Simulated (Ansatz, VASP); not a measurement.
**One calculation of Sn, two programs**

```
Sn
1.0
    -1.72654    1.77555    2.33834
     1.72654   -1.77555    2.33834
     1.72654    1.77555   -2.33834
Sn
1
Direct
  0.00000 0.00000 0.00000
```

Alike in both runs: task single point; functional PBEsol; k mesh 12 × 12 × 12; no spin polarisation.

```csv
,VASP,Ansatz
version,VASP 6.6.1,Ansatz 0.2.0
potentials or method,"VASP PAW PBE potentials, release 64 (Sn_d), cutoff 520 eV","plane waves, PAW"
occupations,"fermi-dirac, width 0.1 eV",fermi-dirac
valence electrons in the cell,14,14
```

Ansatz gave:

| Item | Value |
| --- | --- |
| pressure (GPa) | -3.6 |
| traceless stress, the component that is largest in VASP (GPa) | 0.39 |

Question: Which values does VASP return?

Answer: Pressure (GPa): -3.7; traceless stress, the component that is largest in VASP (GPa): 0.39.

VASP's potentials were made for PBE, not for PBEsol.
